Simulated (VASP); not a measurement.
# Se (P1) in VASP: further runs, part 2 of 3

VASP 6.6.1. Earlier steps stand in the parts before.

## 3. Electric field gradients, PBE (equal xy, yz and zx shear strains of -1 %)

File INCAR:

```
PREC = Accurate
ENCUT = 520
EDIFF = 1E-8
ISMEAR = -1
SIGMA = 0.03
LREAL = F
LASPH = T
NELM = 80
ALGO = Normal
ISIF = 2
LWAVE = F
LCHARG = F
GGA = PE
LEFG = T
NBANDS = 16
```

File KPOINTS:

```
regular mesh
0
Gamma
  8 8 6
```

File POSCAR:

```
Se
1.0
    4.3551696776     -0.0217758484     -0.0217758484
   -2.1964432767      3.7825755028     -0.0079705137
   -0.0247472500     -0.0247472500      4.9494500000
Se
3
Direct
    0.2170000000      0.0000000000      0.1666666667
    0.0000000000      0.2170000000      0.8333333333
    0.7830000000      0.7830000000      0.5000000000
```

Potentials or basis: VASP PAW PBE potentials, release 64 (Se).

Started as:

```sh
> cat potpaw_PBE.64/Se/POTCAR > POTCAR
> mpirun -np 1 vasp_std > vasp.out
```

OUTCAR:

```text
PREC = Accurate
   ENCUT = 520
   EDIFF = 1E-8
   ISMEAR = -1
   LREAL = F
   LASPH = T
   NELM = 80
   ISIF = 2
   GGA = PE

 ion  position               nearest neighbor table
   1  0.217  0.000  0.167-   2 2.32   3 2.33
   2  0.000  0.217  0.833-   3 2.31   1 2.32
   3  0.783  0.783  0.500-   2 2.31   1 2.33

  LATTYP: Found a triclinic cell.
 ALAT       =     4.3364269348
 B/A-ratio  =     1.7320508076
 C/A-ratio  =     2.3214714916
 COS(alpha) =     0.0023942472
 COS(beta)  =     0.4412429933
 COS(gamma) =     0.8635100504

  Lattice vectors:

 A1 = (   2.1587264009,   3.7607996544,  -0.0297463621)
 A2 = (   6.5138960785,   3.7390238060,  -0.0515222105)
 A3 = (  -4.3681393034,   7.5898982556,  -4.9653910274)

Analysis of symmetry for initial positions (statically):
=====================================================================
 Subroutine PRICEL returns:
 Original cell was already a primitive cell.

 Routine SETGRP: Setting up the symmetry group for a
 triclinic supercell.

 Subroutine GETGRP returns: Found  1 space group operations
 (whereof  1 operations were pure point group operations)
 out of a pool of  2 trial point group operations.

The static configuration has the point symmetry C_1 .

Analysis of symmetry for dynamics (positions and initial velocities):
=====================================================================
 Subroutine PRICEL returns:
 Original cell was already a primitive cell.

 Routine SETGRP: Setting up the symmetry group for a
 triclinic supercell.

 Subroutine GETGRP returns: Found  1 space group operations
 (whereof  1 operations were pure point group operations)
 out of a pool of  2 trial point group operations.

The dynamic configuration has the point symmetry C_1 .

 Subroutine INISYM returns: Found  1 space group operations
 (whereof  1 operations are pure point group operations),
 and found     1 'primitive' translations

----------------------------------------------------------------------------------------

                                     Primitive cell

  volume of cell :      81.2952

  direct lattice vectors                    reciprocal lattice vectors
     4.355169678 -0.021775848 -0.021775848     0.230289916  0.133727203  0.001820086
    -2.196443277  3.782575503 -0.007970514     0.001332395  0.265146631  0.001332395
    -0.024747250 -0.024747250  4.949450000     0.001015341  0.001015341  0.202052805

  length of vectors
     4.355278555  4.374048929  4.949573735     0.266307572  0.265153326  0.202057907

  position of ions in fractional coordinates (direct lattice)
     0.217000000  1.000000000  0.166666667
     0.000000000  0.217000000  0.833333333
     0.783000000  0.783000000  0.500000000

  ion indices of the primitive-cell ions
   primitive index   ion index
                 1           1
                 2           2
                 3           3

[... 80 lines left out ...]
   TEBEG  =    0.0;   TEEND  =   0.0 temperature during run
   PSTRESS=    0.0 pullay stress
   NELECT =      18.0000    total number of electrons
   NUPDOWN=      -1.0000    fix difference up-down
   EMIN   =  10.00;   EMAX   =-10.00  energy-range for DOS
   EFERMI =   0.00;   METHOD = LEGACY
   ISMEAR =    -1;   SIGMA  =   0.03  broadening in eV -4-tet -1-fermi 0-gaus
   EFERMI_NEDOS =   21; number of points for ismear=-14 and -15
   IALGO  =     38    algorithm
   IMIX   =      4    mixing-type and parameters
     AMIX     =   0.40;   BMIX     =  1.00
     AMIX_MAG =   1.60;   BMIX_MAG =  1.00
  volume/ion in A,a.u.               =      27.10       182.87
  Fermi-wavevector in a.u.,A,eV,Ry     =   0.990400  1.871585 13.345849  0.980892
  Thomas-Fermi vector in A             =   2.122068
   LORBIT       =      0    0 simple, 1 ext, 2 COOP (PROOUT), +10 PAW based schemes
   GGA     = PE    functional components
   LHFCALC =     F    Hartree Fock is set to
   AEXX    =    0.0000 exact exchange contribution
   IVDW    =     0    specifies the selected vdW correction
   LEPSILON=     F    determine dielectric tensor
   LRPA    =     F    only Hartree local field effects (RPA)
 non-spin polarized calculation
  energy-cutoff  :      520.00
  volume of cell :       81.30
 maximum number of plane-waves:      2208
   NGX = 17   NGY = 17   NGZ = 19

 number of electron      17.9999999 magnetization

 Free energy of the ion-electron system (eV)
  ---------------------------------------------------
  ext. energy  EPLUGINS =         0.00000000
  ---------------------------------------------------
  free energy    TOTEN  =       -10.36875036 eV

  energy without entropy =      -10.36875036  energy(sigma->0) =      -10.36875036

 E-fermi :   3.3113     XC(G=0):  -8.8325

 val. band max:        2.7807400002   @ k =   0.0000   0.5000   0.5000
 cond. band min:       3.8584830714   @ k =   0.3750   0.3750   0.5000
 fundamental gap:      1.0777430712
 Fermi energy:         3.3112621031

 k-point     1 :       0.0000    0.0000    0.0000
  band No.  band energies     occupation
      1     -13.3919      2.00000
      2      -9.1033      2.00000
      3      -9.0538      2.00000
      4      -1.2516      2.00000
      5      -1.2229      2.00000
      6      -1.0210      2.00000
[... 433 lines left out ...]
      3      -9.2381      2.00000
      4      -2.5081      2.00000
      5      -2.3529      2.00000
      6      -0.3044      2.00000
[... 8 lines left out ...]
     15      11.0847      0.00000
     16      12.3154      0.00000

 [... further k-points ...]

------------------------ aborting loop because EDIFF is reached ----------------------------------------

  FORCE on cell =-STRESS in cart. coord.  units (eV):
  Direction    XX          YY          ZZ          XY          YZ          ZX
  --------------------------------------------------------------------------------------
  -------------------------------------------------------------------------------------
  Total        2.2831253      2.5460000      3.8721900     -0.0613783      0.2876556      0.1505524
  in kB       44.9961412     50.1769128     76.3136442     -1.2096512      5.6691553      2.9671064
  external PRESSURE =      57.1622327 kB  Pullay stress =       0.0000000 kB

 VOLUME and BASIS-vectors are now :
 -----------------------------------------------------------------------------
  energy-cutoff  :      520.00
  volume of cell :       81.30
      direct lattice vectors                 reciprocal lattice vectors
     4.355169678 -0.021775848 -0.021775848     0.230289916  0.133727203  0.001820086
    -2.196443277  3.782575503 -0.007970514     0.001332395  0.265146631  0.001332395
    -0.024747250 -0.024747250  4.949450000     0.001015341  0.001015341  0.202052805

 POSITION                                       TOTAL-FORCE (eV/Angst)
 -----------------------------------------------------------------------------------
      0.94095     -0.00885      0.82018         1.127379     -0.025133      0.088281
     -0.49725      0.80020      4.12281        -0.585386      1.096899      0.089248
      1.67791      2.93233      2.45143        -0.541993     -1.071765     -0.177529
 -----------------------------------------------------------------------------------
    total drift:                               -0.000002      0.000054      0.000010

  FREE ENERGIE OF THE ION-ELECTRON SYSTEM (eV)
  ---------------------------------------------------
  free  energy   TOTEN  =       -10.3687503597 eV

  energy  without entropy=      -10.3687503594  energy(sigma->0) =      -10.36875036

 Electric field gradients (V/A^2)
---------------------------------------------------------------------
 ion       V_xx      V_yy      V_zz      V_xy      V_xz      V_yz
---------------------------------------------------------------------
   1     154.031  -347.588   193.556    -5.826    -3.435  -322.740
   2    -221.438    20.309   201.129  -216.763   268.315   152.377
   3    -223.132    28.956   194.176   214.148  -279.328   154.881
---------------------------------------------------------------------

 Electric field gradients after diagonalization (V/A^2)
 (convention: |V_zz| > |V_xx| > |V_yy|)
----------------------------------------------------------------------
 ion       V_xx      V_yy      V_zz     asymmetry (V_yy - V_xx)/ V_zz
----------------------------------------------------------------------
   1     344.140   154.098  -498.239       0.381
   2     339.536   147.539  -487.076       0.394
   3     342.500   151.329  -493.829       0.387
----------------------------------------------------------------------

           NMR quadrupolar parameters

 Cq : quadrupolar parameter    Cq=e*Q*V_zz/h
 eta: asymmetry parameters     (V_yy - V_xx)/ V_zz
 Q  : nuclear electric quadrupole moment in mb (millibarn)
----------------------------------------------------------------------
 ion       Cq(MHz)       eta       Q (mb)
----------------------------------------------------------------------
   1      -1.205       0.381       1.000
   2      -1.178       0.394       1.000
   3      -1.194       0.387       1.000
----------------------------------------------------------------------
```

OSZICAR:

```text
N       E                     dE             d eps       ncg     rms          rms(c)
DAV:   1     0.816580065968E+02    0.81658E+02   -0.72085E+03  6272   0.935E+02
DAV:   2    -0.529368329849E+01   -0.86952E+02   -0.82942E+02  8448   0.152E+02
DAV:   3    -0.104160631027E+02   -0.51224E+01   -0.51074E+01  7696   0.427E+01
DAV:   4    -0.104517082180E+02   -0.35645E-01   -0.35639E-01  8296   0.421E+00
DAV:   5    -0.104519628557E+02   -0.25464E-03   -0.25463E-03  7904   0.352E-01    0.760E+00
DAV:   6    -0.103901898989E+02    0.61773E-01   -0.37776E-02  7672   0.120E+00    0.471E+00
DAV:   7    -0.103693983955E+02    0.20792E-01   -0.77969E-02  7368   0.169E+00    0.215E-01
DAV:   8    -0.103685845616E+02    0.81383E-03   -0.90542E-03  6840   0.590E-01    0.110E-01
DAV:   9    -0.103686946852E+02   -0.11012E-03   -0.34484E-04  8976   0.115E-01    0.371E-02
DAV:  10    -0.103687461335E+02   -0.51448E-04   -0.50044E-05  7328   0.478E-02    0.677E-03
DAV:  11    -0.103687504272E+02   -0.42938E-05   -0.85458E-06  8536   0.178E-02    0.411E-03
DAV:  12    -0.103687503666E+02    0.60613E-07   -0.16320E-06  8016   0.817E-03    0.144E-03
DAV:  13    -0.103687503668E+02   -0.15564E-09   -0.26088E-07  8272   0.297E-03    0.541E-04
DAV:  14    -0.103687503597E+02    0.70346E-08   -0.25445E-08  8000   0.989E-04
   1 F= -.10368750E+02 E0= -.10368750E+02  d E =-.350910E-09
```

stdout:

```text
POSCAR found type information on POSCAR Se
 POSCAR found :  1 types and       3 ions
 scaLAPACK will be used
 LDA part: xc-table for (Slater+PW92), standard interpolation
 POSCAR, INCAR and KPOINTS ok, starting setup
 FFT: planning ... GRIDC
 FFT: planning ... GRID_SOFT
 FFT: planning ... GRID
 WAVECAR not read
 entering main loop
ion   1
     0.0000499     0.1032337     5.8795969    -2.9849623     0.0869597    -4.7387813
     0.0000687     0.1032337     5.8795969    -2.9849623     0.0869597    -4.7387813
     0.0000946     0.1032337     5.8795968    -2.9849623     0.0869597    -4.7387813
     0.0001302     0.1032337     5.8795967    -2.9849622     0.0869597    -4.7387812

     0.0000499     5.3127406   295.0842492  -153.2075517     3.1902938  -229.5428401
     0.0000687     5.3126102   295.0770339  -153.2038078     3.1902200  -229.5372494
     0.0000946     5.3123988   295.0653367  -153.1977387     3.1901003  -229.5281860
     0.0001302     5.3120578   295.0464681  -153.1879492     3.1899074  -229.5135662
[... 12 lines left out ...]
ion   3
     0.0000499    -4.0522709    -2.7653496    -2.9868757     5.1002213     2.3591115
     0.0000687    -4.0522709    -2.7653495    -2.9868756     5.1002213     2.3591115
     0.0000946    -4.0522708    -2.7653495    -2.9868756     5.1002212     2.3591115
     0.0001302    -4.0522708    -2.7653494    -2.9868755     5.1002211     2.3591114

     0.0000499  -195.9999749  -141.4906170  -153.6806165   255.4099450   115.3027066
     0.0000687  -195.9951996  -141.4871468  -153.6768588   255.4036987   115.2998935
     0.0000946  -195.9874581  -141.4815208  -153.6707673   255.3935724   115.2953329
     0.0001302  -195.9749703  -141.4724454  -153.6609416   255.3772374   115.2879762
```

It took 3.8 min on 1 thread of Intel Xeon Platinum 8488C (Sapphire Rapids), shared host; peak memory 0.34 GiB.

What came out:

| Quantity | Value |
| --- | --- |
| Free energy | -10.3688 eV |
| Pressure | 5.7 GPa |
| Largest force | 1.247 eV/Å |
| Band gap on the k mesh | 1.08 eV (least direct gap 1.17 eV) |
| Largest electric field gradient by atom | Se -498.2, -487.1, -493.8 V/Å² |

Forces on the atoms (eV/Å):
```
Se   1.127 -0.025  0.088
Se  -0.585  1.097  0.089
Se  -0.542 -1.072 -0.178
```

Electric field gradients, principal values (V/Å²):
```tsv
atom	least	middle	greatest (by size)
1 Se	154.098	344.140	-498.239
2 Se	147.539	339.536	-487.076
3 Se	151.329	342.500	-493.829
```

Caveat: the cell differs from its parent crystal (equal xy, yz and zx shear strains of -1 %); the cell stands under pressure; without QUAD_EFG the Cq values of the log hold for a quadrupole moment of 1 mb, not for the nuclei; forces of over 1 eV/Å act on the atoms, so gaps and moduli don't describe the material at rest. A k mesh can miss the band edges.

(Continued in part 3 of 3.)
